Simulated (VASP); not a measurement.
Runs of VASP 6.6.1 on CaSe. It takes space group Fm-3m (No. 225, cubic). Conventional cell: a = 5.935 Å, b = 5.935 Å, c = 5.935 Å, α = 90.00°, β = 90.00°, γ = 90.00°. Within 3.9 Å of Ca (site symmetry m-3m) lie 6 Se at 2.97 Å. Within 3.9 Å of Se (site symmetry m-3m) lie 6 Ca at 2.97 Å. 

```tsv
level	smearing	share of exact exchange	screening parameter	gap on the mesh (eV)	pressure (GPa)
HSE06	gaussian 0.01 eV	0.25	0.2079 1/Å	3.01	0.3
HSE06	gaussian 0.2 eV	0.25	0.2079 1/Å	3.01	0.3
PBE-based screened hybrid with 10 % exact exchange	gaussian 0.01 eV	0.1	0.1 1/Å	2.55	0.6
PBE-based screened hybrid with 75 % exact exchange	gaussian 0.01 eV	0.75	0.2078 1/Å	(a)	-0.8
PBE-based screened hybrid with 20 % exact exchange	gaussian 0.01 eV	0.2	0.5 1/Å	2.43	0.6
```

Alike in all rows: task single point; potentials or basis VASP PAW PBE potentials, release 64 (Ca_sv, Se); no spin polarisation; cell as given; k mesh 4 × 4 × 4; cutoff (eV) 520.

Problem. Fill in the values left out.

Solution. (a) 5.07.

Caveats: all runs use coarse meshes; the PAW data sets were made with another functional, which shifts forces and pressure a little.

A k mesh can miss the band edges, and the runs leave out spin-orbit coupling on Se.
